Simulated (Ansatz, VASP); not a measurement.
One calculation of Sr2SO, two programs

```
Sr S O
1.0
     4.04324    0.00000    0.00000
     0.00000    4.04324    0.00000
     0.00000    0.00000    5.71800
Sr S O
2 1 1
Cartesian
  2.0216 2.0216 2.8590
  0.0000 0.0000 0.0000
  0.0000 0.0000 2.8590
  2.0216 2.0216 0.0000
```

Alike in both runs: functional RPBE; k mesh 5 × 5 × 4; occupations fermi-dirac, width 0.05 eV; no spin polarisation.

|  | VASP | Ansatz |
| --- | --- | --- |
| version | VASP 6.6.1 | Ansatz 0.2.0 |
| potentials or method | VASP PAW PBE potentials, release 64 (Sr_sv, S, O) | Ansatz PAW |
| plane-wave cutoff (eV) | 520 | 420 |
| valence electrons in the cell | 32 | 32 |
| task | single point | band structure |

VASP gave:

```
gap on the k mesh at the Fermi level (eV)                     : 2.24
least direct gap on the mesh (eV)                             : 2.24
pressure (GPa)                                                : 2.1
traceless stress, the component that is largest in VASP (GPa) : 0.07
```

Question: Estimate Ansatz's values.

Answer: gap on the k mesh at the Fermi level (eV): 2.27; least direct gap on the mesh (eV): 2.27; pressure (GPa): 1.9; traceless stress, the component that is largest in VASP (GPa): 0.06.

VASP's potentials were made for PBE, not for RPBE.
